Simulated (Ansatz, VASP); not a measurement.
## Two plane-wave programs on Hg

The input INCAR:

```
SYSTEM = Hg
PREC = Accurate ; ENCUT = 520
EDIFF = 1E-7 ; ISMEAR = 1
SIGMA = 0.2 ; LREAL = .False.
LASPH = .True. ; NELM = 100
ALGO = Normal ; ISIF = 2
LWAVE = .False. ; LCHARG = .False.
GGA = CA ; NBANDS = 12
```

Contents of KPOINTS:

```
regular mesh
0
Gamma
  11 11 11
  0 0 0
```

The input POSCAR:

```
Hg
1.0
    1.7463233735      1.0082402698      2.1478810803
   -1.7463233735      1.0082402698      2.1478810803
    0.0000000000     -2.0164805396      2.1478810803
Hg
1
Direct
    0.0000000000      1.0000000000      0.0000000000
```

Input for Ansatz:

```yaml
crystal:
  lattice:
    - [1.7463233735, 1.0082402698, 2.1478810803]
    - [-1.7463233735, 1.0082402698, 2.1478810803]
    - [0.0, -2.0164805396, 2.1478810803]
  atoms:
    - { symbol: Hg, position: [0.0, 1.0, 0.0] }
hamiltonian:
  xc: lda
  pseudopotentials:
    kind: paw
    azcp:
      Hg: "pseudopotentials/Hg.paw.azcp"
basis:
  ecutwfc: 420
  fft_grid_basis: typed
kpoints:
  mp_grid: { grid: [11, 11, 11], shift: [0, 0, 0] }
magnetization:
  spin_polarized: false
scf:
  occupations: { method: methfessel_paxton, width: 0.2 }
  lower_state_search: "off"
output:
  stress: true
```

Alike in both runs: task single point; functional LDA; k mesh 11 × 11 × 11; occupations methfessel-paxton of order 1, width 0.2 eV; no spin polarisation.

|  | VASP | Ansatz |
| --- | --- | --- |
| version | VASP 6.6.1 | Ansatz 0.2.0 |
| potentials or method | VASP PAW LDA potentials, release 64 (Hg), cutoff 520 eV | plane waves (420 eV) with PAW, scalar-relativistic |
| valence electrons in the cell | 12 | 20 |

```csv
,VASP,Ansatz,Ansatz less VASP
pressure (GPa),0.8,0.1,-0.72
"traceless stress, the component that is largest in VASP (GPa)",0.42,0.08,-0.341
```

Ansatz warns that its potentials were made for another functional, while VASP's fit it. LDA's correlation is that of Perdew and Zunger in VASP and of Perdew and Wang (1992) in Ansatz. VASP's potentials hold 12 valence electrons a cell and Ansatz's 20, so a difference there can come from the potentials and not from the codes.

Spin-orbit coupling is off throughout.
